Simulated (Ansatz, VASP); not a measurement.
**Hf in VASP and in Ansatz**

```
Hf
1.0
     3.08130    0.00000    0.00000
    -1.54065    2.66848    0.00000
     0.00000    0.00000    4.99622
Hf
2
Cartesian
  0.0000 1.7790 1.2491
  1.5407 0.8895 3.7472
```

Alike in both runs: task single point; functional PBEsol; k mesh 18 × 18 × 10; occupations gaussian, width 0.15 eV; no spin polarisation.

```csv
,VASP,Ansatz
version,VASP 6.6.1,Ansatz 0.2.0
potentials or method,"VASP PAW PBE potentials, release 64 (Hf_pv), cutoff 520 eV","scalar-relativistic, plane waves, PAW"
valence electrons in the cell,20,52
```

```csv
,VASP,Ansatz,Ansatz less VASP
gap on the k mesh at the Fermi level (eV),none,none,-
pressure (GPa),5.8,6.1,+0.35
"traceless stress, the component that is largest in VASP (GPa)",-2.09,-2.01,+0.086
```

VASP's potentials were made for PBE, not for PBEsol. A gap of «none» marks a metal or a gap that the smearing closes. VASP's potentials hold 20 valence electrons a cell and Ansatz's 52, so a difference there can come from the potentials and not from the codes.

Spin-orbit coupling is off throughout.
